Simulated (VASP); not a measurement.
KF: single point with PBE+U

KF:

```xyz
2
Lattice="0.0000 2.6544 2.6544 2.6544 0.0000 2.6544 2.6544 2.6544 0.0000" Properties=species:S:1:pos:R:3 pbc="T T T"
K     1.5502    2.8004    3.9418
F     4.2046    5.4548    6.5962
```

```json
{
  "Program": "VASP 6.6.1",
  "Task": "single point",
  "Functional": "PBE",
  "Potentials or basis": "VASP PAW PBE potentials, release 64 (K_sv, F)",
  "Cutoff": "600 eV",
  "k mesh": "8 × 8 × 8",
  "Occupations": "gaussian, width 0.01 eV",
  "Spin": "no spin polarisation",
  "Hubbard terms": "F p U = 1.0 eV"
}
```

```
Pressure               : 2.0 GPa
Band gap on the k mesh : 6.36 eV
```

Levels at points of the mesh, in eV from the valence-band top:
```
           k point  band 6  band 7  band 8  band 9  band 10  band 11
(0.00, 0.00, 0.00)    0.00    0.00    0.00    6.36    10.81    10.81
(0.50, 0.00, 0.00)   -0.80   -0.36   -0.36    9.21    10.84    12.23
(0.50, 0.50, 0.00)   -0.20   -0.05   -0.05    8.29    10.50    12.04
```

Run time: 18 s on 1 thread of Intel(R) Xeon(R) Platinum 8259CL CPU @ 2.50GHz (Skylake/Cascade Lake), on a shared host, peak memory 0.17 GiB.

A k mesh can miss the band edges.
